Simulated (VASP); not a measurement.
A run of VASP 6.6.1:

INCAR

```
SYSTEM = Cd
  PREC = Accurate
  ENCUT = 520
  EDIFF = 1E-6
  ISMEAR = -1
  SIGMA = 0.1
  LREAL = .False.
  LASPH = .True.
  NELM = 100
  ALGO = Normal
  ISIF = 2
  LWAVE = .False.
  LCHARG = .True.
  GGA = RE
  LELF = .True.
  LVHAR = .True.
  NBANDS = 19
```

The input KPOINTS:

```
regular mesh
0
Gamma
  13 13 13
  0 0 0
```

File POSCAR:

```
Cd
1.0
    0.0000000000      3.4351450985      3.4351450985
    3.4351450985      0.0000000000      3.4351450985
    3.4351450985      3.4351450985      0.0000000000
Cd
2
Direct
    0.1250000000      0.1250000000      0.1250000000
    0.8750000000      0.8750000000      0.8750000000
```

Potentials or basis: VASP PAW PBE potentials, release 64 (Cd).

The run is started by

```console
$ cat potpaw_PBE.64/Cd/POTCAR > POTCAR
$ mpirun -np 1 vasp_std > vasp.out
```

Hardware: 1 thread of Intel(R) Xeon(R) Platinum 8175M CPU @ 2.50GHz (Skylake/Cascade Lake), with other jobs on the host.

Problem. How long does it take, and how much memory?

Solution. Run time: 85 s on 1 thread of Intel(R) Xeon(R) Platinum 8175M CPU @ 2.50GHz (Skylake/Cascade Lake), with other jobs on the host, peak memory 0.26 GiB. Counts: scf iterations 12, k points 84.
